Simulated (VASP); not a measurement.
Wanted: the native input for a VASP 6.6.1 run.

* Task: single point
* Functional: HSE06
* Potentials or basis: VASP PAW PBE potentials, release 64 (Si, F)
* Cutoff: 520 eV
* k mesh: 6 × 6 × 6
* Occupations: fermi-dirac, width 0.05 eV
* Spin: no spin polarisation
* Dipole correction: no
* Grid for exact exchange (PRECFOCK): Normal
* Further INCAR settings: ALGO = Normal; EDIFF = 1e-07; NBANDS = 12
* Share of exact exchange: 0.25
* Screening parameter: 0.2079 1/Å

SiF:

```
Si F
1.0
     1.33860    0.77284    3.89831
    -1.33860    0.77284    3.89831
     0.00000   -1.54568    3.89831
Si F
1 1
Direct
  0.50000 0.50000 0.50000
  0.00000 0.00000 0.00000
```

The input as run:

POSCAR

```
SiF
1.0
    1.3386000000      0.7728400000      3.8983100000
   -1.3386000000      0.7728400000      3.8983100000
    0.0000000000     -1.5456800000      3.8983100000
Si F
1 1
Direct
    0.5000000000      0.5000000000      0.5000000000
    0.0000000000      0.0000000000      0.0000000000
```

INCAR.step1

```
SYSTEM = SiF
PREC = Accurate
ENCUT = 520
EDIFF = 1E-5
ISMEAR = -1
SIGMA = 0.05
LREAL = .FALSE.
LASPH = .TRUE.
NELM = 60
ALGO = Normal
ISIF = 2
LWAVE = .TRUE.
LCHARG = .FALSE.
NBANDS = 12
GGA = PE
```

INCAR.step2

```
SYSTEM = SiF
PREC = Accurate
ENCUT = 520
EDIFF = 1E-7
ISMEAR = -1
SIGMA = 0.05
LREAL = .FALSE.
LASPH = .TRUE.
NELM = 60
ALGO = Normal
ISIF = 2
LWAVE = .FALSE.
LCHARG = .FALSE.
GGA = PE
LHFCALC = .TRUE.
HFSCREEN = 0.2079
PRECFOCK = Normal
NBANDS = 12
ISTART = 1
```

KPOINTS

```
Automatic mesh
0
G
  6 6 6
  0 0 0
```

Potentials or basis: VASP PAW PBE potentials, release 64 (Si, F).

Run with:

```sh
$ cat potpaw_PBE.64/Si/POTCAR potpaw_PBE.64/F/POTCAR > POTCAR
$ cp INCAR.step1 INCAR
$ mpirun -np 1 vasp_std > vasp.out
$ cp INCAR.step2 INCAR
$ mpirun -np 1 vasp_std > vasp.out
```

It gave:

```
Pressure               : -3.1 GPa
Band gap on the k mesh : zero (an odd number of electrons rules out a gap without spin polarisation)
```

Caveat: the k points lie up to 0.46 Å⁻¹ apart, too coarse for converged energies and pressures of a metal; the PAW data sets were made with another functional, which shifts forces and pressure a little; an odd number of electrons without spin polarisation forces a metal; a magnetic or distorted state may lie lower.

It took 15 min on 1 thread of Intel(R) Xeon(R) 6975P-C (Granite Rapids), with other jobs on the host, peak memory 0.28 GiB.
